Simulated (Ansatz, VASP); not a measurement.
**Be2ZnSe3 in VASP and in Ansatz**

INCAR

```
ALGO = Normal ; EDIFF = 1E-6
EDIFFG = -0.01 ; ENCUT = 600
GGA = PE ; IBRION = 2
ISIF = 3 ; ISMEAR = 0
LASPH = T ; LCHARG = F
LREAL = F ; LWAVE = F
NELM = 60 ; NSW = 100
PREC = Accurate ; SIGMA = 0.02
```

KPOINTS

```
k-points
0
Gamma
  8 8 8
```

The input POSCAR:

```
Be2ZnSe3
1.0
   -1.8898812191      1.8898812191      8.1134796345
    1.8898812191     -1.8898812191      8.1134796345
    1.8898812191      1.8898812191     -8.1134796345
Be Zn Se
2 1 3
Direct
    0.3279425922      0.3279425922      0.0000000000
    0.6720574078      0.6720574078      0.0000000000
    0.0000000000      0.0000000000      0.0000000000
    0.4044921171      0.9044921171      0.5000000000
    0.7500000000      0.2500000000      0.5000000000
    0.0955078829      0.5955078829      0.5000000000
```

Input for Ansatz:

```yaml
crystal:
  lattice:
    - [-1.8898812191, 1.8898812191, 8.1134796345]
    - [1.8898812191, -1.8898812191, 8.1134796345]
    - [1.8898812191, 1.8898812191, -8.1134796345]
  atoms:
    - { symbol: Be, position: [0.3279425922, 0.3279425922, 0.0] }
    - { symbol: Be, position: [0.6720574078, 0.6720574078, 0.0] }
    - { symbol: Zn, position: [0.0, 0.0, 0.0] }
    - { symbol: Se, position: [0.4044921171, 0.9044921171, 0.5] }
    - { symbol: Se, position: [0.75, 0.25, 0.5] }
    - { symbol: Se, position: [0.0955078829, 0.5955078829, 0.5] }
basis:
  ecutwfc: 420
kpoints:
  mp_grid: { grid: [8, 8, 8] }
hamiltonian:
  xc: pbe
scf:
  occupations: { method: gaussian, width: 0.02 }
output:
  forces: true
  stress: true
  eigenvalues: true
relax:
  adjacent_minimum: "off"
  f_tol: 0.01
  max_steps: 80
  cell: { stress_tol: 0.05 }
```

Alike in both runs: task relaxation of cell and atoms; functional PBE; k mesh 8 × 8 × 8; occupations gaussian, width 0.02 eV; no spin polarisation.

|  | VASP | Ansatz |
| --- | --- | --- |
| version | VASP 6.6.1 | Ansatz 0.2.0 |
| potentials or method | VASP PAW PBE potentials, release 64 (Be, Zn, Se), cutoff 600 eV | scalar-relativistic, plane waves, PAW |
| valence electrons in the cell | 34 | 64 |

```tsv
	VASP	Ansatz	Ansatz less VASP
gap on the k mesh at the Fermi level, each at its own relaxed structure (eV)	2.65	2.65	+0.008
relaxed volume (Å³/atom)	19.35	19.30	-0.053
relaxed length of the cell vector where the two differ most in proportion (Å)	8.553	8.556	+0.0030
```

VASP's potentials hold 34 valence electrons a cell and Ansatz's 64, so a difference there can come from the potentials and not from the codes.
